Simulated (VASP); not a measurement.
Input of a VASP 6.6.1 run:

File INCAR:

```
ALGO = Fast
EDIFF = 1E-6
ENCUT = 520
GGA_COMPAT = F
ISIF = 2
ISMEAR = -1
LASPH = T
LCHARG = F
LMAXMIX = 4
LORBIT = 11
LORBMOM = T
LREAL = F
LSORBIT = T
LWAVE = F
MAGMOM = 0 0 0 0 0 0
NBANDS = 40
NELM = 150
PREC = Accurate
SIGMA = 0.05
```

File KPOINTS:

```
k-points
0
Gamma
  11 11 6
```

Contents of POSCAR:

```
Ru
1.0
    2.6692306523      0.0000000000      0.0000000000
   -1.3346153261      2.3116215535      0.0000000000
    0.0000000000      0.0000000000      4.2240293924
Ru
2
Direct
    0.6666666667      0.3333333333      0.7500000000
    0.3333333333      0.6666666667      0.2500000000
```

Potentials or basis: VASP PAW LDA potentials, release 64 (Ru_pv).

Command:

```sh
$ cat potpaw_LDA.64/Ru_pv/POTCAR > POTCAR
$ mpirun -np 1 vasp_ncl > vasp.out
```

(1) Estimate the net moment.

(2) Estimate the pressure.

Results:

(1) 0.00 μB per cell.

(2) 2.9 GPa.
